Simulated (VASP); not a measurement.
Runs of VASP 6.6.1 on Ga. The structure is that of space group P6_3/mmc (No. 194), or close to it. The cells are those of the table. 

| task | cell | cutoff (eV) | gap on the mesh (eV) | pressure (GPa) |
| --- | --- | --- | --- | --- |
| single point | a = 2.657, b = 2.657, c = 4.399 Å, angles 90.0, 90.0, 120.0°, 2 atoms | 520 | none | 39.4 |
| relaxation of cell and atoms | relaxed to 39 GPa from a = 2.657, b = 2.657, c = 4.399 Å, angles 90.0, 90.0, 120.0°, 2 atoms | 600 | none | 39.0 |
| single point | a = 2.657, b = 2.657, c = 4.400 Å, angles 90.0, 90.0, 120.0°, 2 atoms | 520 | none | (a) |
| relaxation of cell and atoms | relaxed to 39 GPa from a = 2.684, b = 2.684, c = 4.348 Å, angles 90.0, 90.0, 120.0°, 2 atoms | 600 | none | 39.0 |

Alike in all rows: level PBE; potentials or basis VASP PAW PBE potentials, release 64 (Ga_d); no spin polarisation; k mesh 16 × 16 × 9; smearing fermi-dirac 0.1 eV.

Problem. Fill in the values left out.

Solution. (a) 39.3.

Caveats: the cell is relaxed towards a set pressure, so the enthalpy falls and the energy may rise (some runs).

A k mesh can miss the band edges, and the runs leave out spin-orbit coupling on Ga.

A gap of «none» marks levels without a gap at the run's occupations.
